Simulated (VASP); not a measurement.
Au:

```
Au
1.0
     0.00000    2.03500    2.03500
     2.03500    0.00000    2.03500
     2.03500    2.03500    0.00000
Au
1
Cartesian
  0.0000 0.0000 0.0000
```

Base run:

| Item | Value |
| --- | --- |
| Program | VASP 6.6.1 |
| Functional | PBE exchange alone |
| Potentials or basis | VASP PAW PBE potentials, release 64 (Au) |
| Cutoff | 520 eV |
| k mesh | 11 × 11 × 11 |
| Occupations | fermi-dirac, width 0.05 eV |
| Spin | no spin polarisation |

Its results: pressure 36.4 GPa.

Task: The run is repeated on the same cell with these changes: functional from PBE exchange alone to PBE; occupations from fermi-dirac, width 0.05 eV to gaussian, width 0.018 eV. What comes out?

Result: Pressure 10.6 GPa.
